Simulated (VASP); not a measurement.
Input of a VASP 6.6.1 run:

File INCAR:

```
  ALGO = Normal
  EDIFF = 1E-6
  ENCUT = 520
  GGA = PE
  ISIF = 2
  ISMEAR = -1
  LASPH = True
  LCHARG = True
  LELF = True
  LREAL = False
  LVHAR = True
  LWAVE = False
  NBANDS = 8
  NELM = 60
  PREC = Accurate
  SIGMA = 0.05
```

Contents of KPOINTS:

```
k-points
0
Gamma
  6 6 20
```

File POSCAR:

```
C
1.0
    4.3386258936      0.0000000000      0.0000000000
    0.0000000000      4.3386258936      0.0000000000
    0.0000000000      0.0000000000      1.3074393261
C
1
Direct
    0.5000000000      0.5000000000      0.5000000000
```

Potentials or basis: VASP PAW PBE potentials, release 64 (C).

Command:

```sh
$ cat potpaw_PBE.64/C/POTCAR > POTCAR
$ mpirun -np 1 vasp_std > vasp.out
```

Estimate the band gap on the k mesh.

zero (band 2 reaches 6.17 eV, above the bottom of band 3 at -7.21 eV).

Predict the pressure.

-4.9 GPa.

Stress tensor (GPa, compression positive):
```
 -0.39   0.00   0.00
  0.00  -0.39   0.00
  0.00   0.00 -14.06
```
